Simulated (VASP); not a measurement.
# AlGa3P4 (I-42m) in VASP: further runs

Runs on AlGa3P4. Level: PBE. Tasks: single point, relaxation of cell and atoms.

All numbers are computed with VASP 6.6.1; they aren't measurements. Logs are shortened: lines on timing, memory, paths and dates and some standing lists are left out, and cuts for length are marked.

## (1) The cell of the first run

It takes space group I-42m (No. 121, tetragonal). The conventional cell has a = 5.498 Å, b = 5.498 Å, c = 10.995 Å, α = 90.00°, β = 90.00°, γ = 90.00°. Al (site symmetry -42m) has 4 P at 2.38 Å within 3.1 Å. Within 3.1 Å of Ga (site symmetry -42m) lie 4 P at 2.38 Å. Within 3.1 Å of Ga (site symmetry -4) lie 4 P at 2.38 Å. P (site symmetry m) has 1 Al at 2.38 Å and 3 Ga at 2.38 Å within 3.1 Å.

## (2) Single point, PBE

Contents of INCAR:

```
SYSTEM = AlGa3P4
  PREC = Accurate
  ENCUT = 520
  EDIFF = 1E-6
  ISMEAR = 0
  SIGMA = 0.1
  LREAL = .False.
  LASPH = .True.
  NELM = 60
  ALGO = Normal
  ISIF = 2
  LWAVE = .False.
  LCHARG = .False.
  GGA = PE
  NBANDS = 41
```

Contents of KPOINTS:

```
regular mesh
0
Gamma
  4 4 4
  0 0 0
```

Contents of POSCAR:

```
AlGa3P4
1.0
   -2.7492351198      2.7492351198      5.4974457914
    2.7492351198     -2.7492351198      5.4974457914
    2.7492351198      2.7492351198     -5.4974457914
Al Ga P
1 3 4
Direct
    0.5000000000      0.5000000000      0.0000000000
    0.0000000000      0.0000000000      0.0000000000
    0.2500000000      0.7500000000      0.5000000000
    0.7500000000      0.2500000000      0.5000000000
    0.1255596695      0.1255596695      0.5006309147
    0.3750712452      0.8744403305      0.0000000000
    0.6249287548      0.6249287548      0.4993690853
    0.8744403305      0.3750712452      0.0000000000
```

Potentials or basis: VASP PAW PBE potentials, release 64 (Al, Ga_d, P).

Launch:

```
$ cat potpaw_PBE.64/Al/POTCAR potpaw_PBE.64/Ga_d/POTCAR potpaw_PBE.64/P/POTCAR > POTCAR
$ mpirun -np 1 vasp_std > vasp.out
```

OUTCAR:

```text
SYSTEM = AlGa3P4
   PREC = Accurate
   ENCUT = 520
   EDIFF = 1E-6
   ISMEAR = 0
   LREAL = .False.
   LASPH = .True.
   NELM = 60
   ISIF = 2
   GGA = PE

 ion  position               nearest neighbor table
   1  0.500  0.500  0.000-   5 2.38   6 2.38   8 2.38   7 2.38
   2  0.000  0.000  0.000-   5 2.38   6 2.38   8 2.38   7 2.38
   3  0.250  0.750  0.500-   5 2.38   6 2.38   7 2.38   8 2.38
   4  0.750  0.250  0.500-   5 2.38   7 2.38   8 2.38   6 2.38
   5  0.126  0.126  0.501-   1 2.38   2 2.38   4 2.38   3 2.38
   6  0.375  0.874  0.000-   1 2.38   2 2.38   3 2.38   4 2.38
   7  0.625  0.625  0.499-   1 2.38   2 2.38   3 2.38   4 2.38
   8  0.874  0.375  0.000-   1 2.38   2 2.38   4 2.38   3 2.38

  LATTYP: Found a body centered tetragonal cell.
 ALAT       =     5.4984702396
 C/A-ratio  =     1.9996273697

  Lattice vectors:

 A1 = (  -2.7492351198,   2.7492351198,   5.4974457914)
 A2 = (   2.7492351198,  -2.7492351198,   5.4974457914)
 A3 = (   2.7492351198,   2.7492351198,  -5.4974457914)

Analysis of symmetry for initial positions (statically):
=====================================================================
 Subroutine PRICEL returns:
 Original cell was already a primitive cell.

 Routine SETGRP: Setting up the symmetry group for a
 body centered tetragonal supercell.

 Subroutine GETGRP returns: Found  8 space group operations
 (whereof  8 operations were pure point group operations)
 out of a pool of 16 trial point group operations.

The static configuration has the point symmetry D_2d.

Analysis of symmetry for dynamics (positions and initial velocities):
=====================================================================
 Subroutine PRICEL returns:
 Original cell was already a primitive cell.

 Routine SETGRP: Setting up the symmetry group for a
 body centered tetragonal supercell.

 Subroutine GETGRP returns: Found  8 space group operations
 (whereof  8 operations were pure point group operations)
 out of a pool of 16 trial point group operations.

The dynamic configuration has the point symmetry D_2d.

 Subroutine INISYM returns: Found  8 space group operations
 (whereof  8 operations are pure point group operations),
 and found     1 'primitive' translations

----------------------------------------------------------------------------------------

                                     Primitive cell

  volume of cell :     166.2052

[... 93 lines left out ...]
   NFREE  =      0    steps in history (QN), initial steepest desc. (CG)
   ISIF   =      2    stress and relaxation
   ISYM   =      2    0-nonsym 1-usesym 2-fastsym
   POTIM  = 0.5000    time-step for ionic-motion
   TEBEG  =    0.0;   TEEND  =   0.0 temperature during run
   PSTRESS=    0.0 pullay stress
   NELECT =      62.0000    total number of electrons
   NUPDOWN=      -1.0000    fix difference up-down
   EMIN   =  10.00;   EMAX   =-10.00  energy-range for DOS
   EFERMI =   0.00;   METHOD = LEGACY
   ISMEAR =     0;   SIGMA  =   0.10  broadening in eV -4-tet -1-fermi 0-gaus
   EFERMI_NEDOS =   21; number of points for ismear=-14 and -15
   IALGO  =     38    algorithm
   IMIX   =      4    mixing-type and parameters
     AMIX     =   0.40;   BMIX     =  1.00
     AMIX_MAG =   1.60;   BMIX_MAG =  1.00
  volume/ion in A,a.u.               =      20.78       140.20
  Fermi-wavevector in a.u.,A,eV,Ry     =   1.178484  2.227013 18.896117  1.388825
  Thomas-Fermi vector in A             =   2.314812
   LORBIT       =      0    0 simple, 1 ext, 2 COOP (PROOUT), +10 PAW based schemes
   GGA     = PE    functional components
   LHFCALC =     F    Hartree Fock is set to
   AEXX    =    0.0000 exact exchange contribution
   IVDW    =     0    specifies the selected vdW correction
   LEPSILON=     F    determine dielectric tensor
   LRPA    =     F    only Hartree local field effects (RPA)
 non-spin polarized calculation
 Gauss-broadening in eV      SIGMA  =   0.10
  energy-cutoff  :      520.00
  volume of cell :      166.21
 maximum number of plane-waves:      4493
   NGX = 25   NGY = 25   NGZ = 25

 number of electron      61.9999987 magnetization

 Free energy of the ion-electron system (eV)
  ---------------------------------------------------
  ext. energy  EPLUGINS =         0.00000000
  ---------------------------------------------------
  free energy    TOTEN  =       -37.73484866 eV

  energy without entropy =      -37.73484866  energy(sigma->0) =      -37.73484866

 E-fermi :   4.8410     XC(G=0):  -9.5682

 val. band max:        4.3823966557   @ k =   0.0000   0.0000   0.0000
 cond. band min:       6.0258359890   @ k =   0.5000   0.5000  -0.0000
 fundamental gap:      1.6434393333
 Fermi energy:         4.8410060211

 k-point     1 :       0.0000    0.0000    0.0000
  band No.  band energies     occupation
      1     -10.0938      2.00000
      2     -10.0815      2.00000
      3     -10.0815      2.00000
      4     -10.0062      2.00000
      5     -10.0062      2.00000
      6      -9.9993      2.00000
[... 561 lines left out ...]
     40      11.0218      0.00000
     41      11.0786      0.00000

------------------------ aborting loop because EDIFF is reached ----------------------------------------

  FORCE on cell =-STRESS in cart. coord.  units (eV):
  Direction    XX          YY          ZZ          XY          YZ          ZX
  --------------------------------------------------------------------------------------
  -------------------------------------------------------------------------------------
  Total        0.3530042      0.3530042      0.3487021      0.0000000      0.0000000      0.0000000
  in kB        3.4028726      3.4028726      3.3614021      0.0000000      0.0000000      0.0000000
  external PRESSURE =       3.3890491 kB  Pullay stress =       0.0000000 kB

 VOLUME and BASIS-vectors are now :
 -----------------------------------------------------------------------------
  energy-cutoff  :      520.00
  volume of cell :      166.21
      direct lattice vectors                 reciprocal lattice vectors
    -2.749235120  2.749235120  5.497445791     0.000000000  0.181868766  0.090951329
     2.749235120 -2.749235120  5.497445791     0.181868766  0.000000000  0.090951329
     2.749235120  2.749235120 -5.497445791     0.181868766  0.181868766  0.000000000

 POSITION                                       TOTAL-FORCE (eV/Angst)
 -----------------------------------------------------------------------------------
      0.00000      0.00000      5.49745         0.000000      0.000000      0.000000
      0.00000      0.00000      0.00000         0.000000      0.000000     -0.000000
      2.74924      0.00000      2.74872         0.000000      0.000000      0.000000
      0.00000      2.74924      2.74872         0.000000      0.000000     -0.000000
      1.37635      1.37635     -1.37168         0.006831      0.006831      0.004740
      1.37288     -1.37288      6.86912        -0.006831      0.006831     -0.004740
      1.37288      1.37288      4.12577        -0.006831     -0.006831      0.004740
     -1.37288      1.37288      6.86912         0.006831     -0.006831     -0.004740
 -----------------------------------------------------------------------------------
    total drift:                               -0.000009     -0.000009     -0.000001

  FREE ENERGIE OF THE ION-ELECTRON SYSTEM (eV)
  ---------------------------------------------------
  free  energy   TOTEN  =       -37.7348486632 eV

  energy  without entropy=      -37.7348486632  energy(sigma->0) =      -37.73484866
```

OSZICAR:

```text
N       E                     dE             d eps       ncg     rms          rms(c)
DAV:   1     0.507929959362E+03    0.50793E+03   -0.27804E+04  1172   0.201E+03
DAV:   2     0.408321490978E+02   -0.46710E+03   -0.44273E+03  1162   0.540E+02
DAV:   3    -0.343625661301E+02   -0.75195E+02   -0.72654E+02  1262   0.155E+02
DAV:   4    -0.387619003751E+02   -0.43993E+01   -0.43698E+01  1348   0.384E+01
DAV:   5    -0.388832866265E+02   -0.12139E+00   -0.12123E+00  1489   0.621E+00    0.849E+00
DAV:   6    -0.378317042669E+02    0.10516E+01   -0.19389E+00  1530   0.144E+01    0.525E+00
DAV:   7    -0.377325774861E+02    0.99127E-01   -0.95094E-01  1286   0.366E+00    0.227E+00
DAV:   8    -0.377348849184E+02   -0.23074E-02   -0.14095E-01  1389   0.388E+00    0.352E-01
DAV:   9    -0.377340478133E+02    0.83711E-03   -0.19609E-02  1554   0.194E+00    0.108E-01
DAV:  10    -0.377344972782E+02   -0.44946E-03   -0.22983E-03  1278   0.337E-01    0.705E-02
DAV:  11    -0.377348368219E+02   -0.33954E-03   -0.51534E-04  1322   0.300E-01    0.348E-02
DAV:  12    -0.377348457760E+02   -0.89541E-05   -0.64309E-05  1515   0.172E-01    0.213E-02
DAV:  13    -0.377348484399E+02   -0.26639E-05   -0.25634E-05  1411   0.303E-02    0.112E-02
DAV:  14    -0.377348486632E+02   -0.22323E-06   -0.25070E-06  1046   0.199E-02
   1 F= -.37734849E+02 E0= -.37734849E+02  d E =-.158249E-11
```

Run time: 74 s. Hardware: 1 thread of Intel Xeon 6975P-C, shared host; peak memory 0.38 GiB.

Results:

- Free energy: -37.7348 eV
- Pressure: 0.3 GPa
- Largest force: 0.011 eV/Å
- Band gap on the k mesh: 1.64 eV, indirect (least direct gap 1.70 eV)

Forces on the atoms (eV/Å):
```
Al   0.000  0.000  0.000
Ga   0.000  0.000  0.000
Ga   0.000  0.000  0.000
Ga   0.000  0.000  0.000
P    0.007  0.007  0.005
P   -0.007  0.007 -0.005
P   -0.007 -0.007  0.005
P    0.007 -0.007 -0.005
```

Levels at points of the mesh, in eV from the valence-band top:
```csv
k point,band 29,band 30,band 31,band 32,band 33,band 34
"(0.00, 0.00, 0.00)",-0.01,0.00,0.00,1.70,1.79,2.16
"(0.50, 0.00, 0.00)",-2.10,-1.18,-1.09,3.26,3.31,3.68
"(0.50, 0.50, 0.00)",-1.01,-0.96,-0.95,1.64,2.02,3.24
"(0.50, 0.50, 0.50)",-1.58,-1.46,-1.46,1.69,1.69,1.75
```

A k mesh can miss the band edges. A hybrid or GW would open this gap; PBE tends to underestimate it.

## (3) Single point, PBE

This run uses another cell than the first one, of 20.88 Å³/atom, 1.005 times its volume.

Contents of INCAR:

```
SYSTEM = AlGa3P4
PREC = Accurate ; ENCUT = 520
EDIFF = 1E-7 ; ISMEAR = 0
SIGMA = 0.02 ; LREAL = .False.
LASPH = .True. ; NELM = 80
ALGO = Normal ; ISIF = 2
LWAVE = .False. ; LCHARG = .False.
GGA = PE ; NBANDS = 41
```

Contents of KPOINTS:

```
Automatic mesh
0
Gamma
  8 8 8
  0 0 0
```

Contents of POSCAR:

```
AlGa3P4
1.0
   -2.7536303033      2.7536303033      5.5070788983
    2.7536303033     -2.7536303033      5.5070788983
    2.7536303033      2.7536303033     -5.5070788983
Al Ga P
1 3 4
Direct
    0.5000000000      0.5000000000      0.0000000000
    0.0000000000      0.0000000000      0.0000000000
    0.2500000000      0.7500000000      0.5000000000
    0.7500000000      0.2500000000      0.5000000000
    0.1256493534      0.1256493534      0.5007810240
    0.3751316706      0.8743506466      0.0000000000
    0.6248683294      0.6248683294      0.4992189760
    0.8743506466      0.3751316706      0.0000000000
```

Potentials or basis: VASP PAW PBE potentials, release 64 (Al, Ga_d, P).

Launch:

```
$ cat potpaw_PBE.64/Al/POTCAR potpaw_PBE.64/Ga_d/POTCAR potpaw_PBE.64/P/POTCAR > POTCAR
$ mpirun -np 1 vasp_std > vasp.out
```

It took 9.3 min on 1 thread of Intel Xeon 6975P-C, shared host; peak memory 0.56 GiB.

It converged, with:

```yaml
Free_energy: -37.7429 eV
Pressure: 0.0 GPa
Largest_force: 0.005 eV/Å
Band_gap_on_the_k_mesh: 1.63 eV, indirect (least direct gap 1.71 eV)
```

Forces in eV/Å, atoms in the order of the input:
```
Al   0.000  0.000  0.000
Ga   0.000  0.000  0.000
Ga   0.000  0.000  0.000
Ga   0.000  0.000  0.000
P    0.003  0.003  0.003
P   -0.003  0.003 -0.003
P   -0.003 -0.003  0.003
P    0.003 -0.003 -0.003
```

Levels at points of the mesh, in eV from the valence-band top:
| k point | band 29 | band 30 | band 31 | band 32 | band 33 | band 34 |
| --- | --- | --- | --- | --- | --- | --- |
| (0.00, 0.00, 0.00) | -0.01 | 0.00 | 0.00 | 1.71 | 1.78 | 2.14 |
| (0.50, 0.00, 0.00) | -2.09 | -1.17 | -1.08 | 3.25 | 3.30 | 3.67 |
| (0.50, 0.50, 0.00) | -1.01 | -0.95 | -0.94 | 1.63 | 2.00 | 3.23 |
| (0.50, 0.50, 0.50) | -1.57 | -1.45 | -1.45 | 1.70 | 1.70 | 1.75 |

## (4) Relaxation of cell and atoms, PBE

This run uses another cell than the first one, of 18.93 Å³/atom, 0.911 times its volume.

Contents of INCAR:

```
  ALGO = Normal
  EDIFF = 1E-6
  EDIFFG = -0.04
  ENCUT = 600
  GGA = PE
  IBRION = 2
  ISIF = 3
  ISMEAR = 0
  LASPH = True
  LCHARG = False
  LREAL = False
  LWAVE = False
  NELM = 100
  NSW = 90
  PREC = Accurate
  SIGMA = 0.1
```

Contents of KPOINTS:

```
k-points
0
Gamma
  4 4 4
```

Contents of POSCAR:

```
AlGa3P4
1.0
   -2.6648890200      2.6648890200      5.3297780300
    2.6648890200     -2.6648890200      5.3297780300
    2.6648890200      2.6648890200     -5.3297780300
Al Ga P
1 3 4
Direct
    0.5000000000      0.5000000000      0.0000000000
    0.0000000000      0.0000000000      0.0000000000
    0.2500000000      0.7500000000      0.5000000000
    0.7500000000      0.2500000000      0.5000000000
    0.1250000000      0.1250000000      0.5000000000
    0.3750000000      0.8750000000      0.0000000000
    0.6250000000      0.6250000000      0.5000000000
    0.8750000000      0.3750000000      0.0000000000
```

Launch:

```
$ cat potpaw_PBE.64/Al/POTCAR potpaw_PBE.64/Ga_d/POTCAR potpaw_PBE.64/P/POTCAR > POTCAR
$ mpirun -np 1 vasp_std > vasp.out
```

Run time: 11 min. Hardware: 1 thread of Oxide Virtual Turin-like, shared host; peak memory 0.42 GiB.

The run converged. Its results:

```yaml
Free_energy: -37.7334 eV
Relaxed_volume: 20.83 Å³/atom
Relaxed_cell: a = 6.739 Å, b = 6.739 Å, c = 6.739 Å, α = 131.81°, β = 131.81°, γ = 70.54°
Space_group_after_relaxing_to_0.05_Å: I-42m (No. 121)
Energy_gained_by_relaxing: 52.4 meV/atom
Ionic_steps: 5
Pressure_after_relaxing: 0.1 GPa
Largest_force_after_relaxing: 0.020 eV/Å
Band_gap_on_the_k_mesh: 1.64 eV, indirect (least direct gap 1.71 eV)
```

Forces on the atoms (eV/Å):
```
Al   0.000  0.000  0.000
Ga   0.000  0.000  0.000
Ga   0.000  0.000  0.000
Ga   0.000  0.000  0.000
P    0.011  0.011  0.012
P   -0.011  0.011 -0.012
P   -0.011 -0.011  0.012
P    0.011 -0.011 -0.012
```

Step by step:
```csv
step,energy change (eV),largest force (eV/Å),pressure (GPa),volume (Å³)
1,0.0000,0.0326,9.44,151.40
2,-0.2816,0.0594,-4.06,177.17
3,-0.4192,0.0458,-0.02,166.94
4,-0.4190,0.0456,0.15,166.62
5,-0.4193,0.0198,0.14,166.62
```

Final structure:
```
Al Ga P
1.0
    -2.75150    2.75150    5.50226
     2.75150   -2.75150    5.50226
     2.75150    2.75150   -5.50226
Al Ga P
1 3 4
Direct
  0.50000 0.50000 0.00000
  0.00000 0.00000 0.00000
  0.25000 0.75000 0.50000
  0.75000 0.25000 0.50000
  0.12546 0.12546 0.50050
  0.37505 0.87454 0.00000
  0.62495 0.62495 0.49950
  0.87454 0.37505 0.00000
```

Levels at points of the mesh, in eV from the valence-band top:
```
           k point  band 29  band 30  band 31  band 32  band 33  band 34
(0.00, 0.00, 0.00)    -0.01     0.00     0.00     1.71     1.78     2.15
(0.50, 0.00, 0.00)    -2.09    -1.18    -1.09     3.26     3.31     3.68
(0.50, 0.50, 0.00)    -1.01    -0.95    -0.95     1.64     2.01     3.23
(0.50, 0.50, 0.50)    -1.58    -1.46    -1.46     1.70     1.70     1.75
```

A k mesh can miss the band edges.

(Part 1 of 2 ends here.)
